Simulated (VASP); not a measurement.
A run of VASP 6.6.1 is set up as follows.

The input INCAR:

```
  PREC = Accurate
  ENCUT = 520
  EDIFF = 1E-7
  ISMEAR = -1
  SIGMA = 0.1
  LREAL = F
  LASPH = T
  NELM = 100
  ALGO = Normal
  ISIF = 2
  LWAVE = F
  LCHARG = T
  GGA = RE
  LELF = T
  LVHAR = T
  NBANDS = 12
```

File KPOINTS:

```
regular mesh
0
Gamma
  18 18 5
```

Contents of POSCAR:

```
Be
1.0
    2.2096446862      0.0000000000      0.0000000000
   -1.1048223431      1.9136084316      0.0000000000
    0.0000000000      0.0000000000      7.0289693747
Be
4
Direct
    1.0000000000      1.0000000000      1.0000000000
    1.0000000000      1.0000000000      0.5000000000
    0.3333333333      0.6666666667      0.2500000000
    0.6666666667      0.3333333333      0.7500000000
```

Potentials or basis: VASP PAW PBE potentials, release 64 (Be).

Command:

```sh
$ cat potpaw_PBE.64/Be/POTCAR > POTCAR
$ mpirun -np 1 vasp_std > vasp.out
```

Task: Predict the pressure.

Result: 11.4 GPa.

Task: What does it give for the band gap on the k mesh?

Result: Zero (band 4 reaches 8.56 eV, above the bottom of band 5 at 7.11 eV).

Stress tensor (GPa, compression positive):
```
10.55  0.00  0.00
 0.00 10.55  0.00
 0.00  0.00 12.98
```

Caveat: the PAW data sets were made with another functional, which shifts forces and pressure a little.
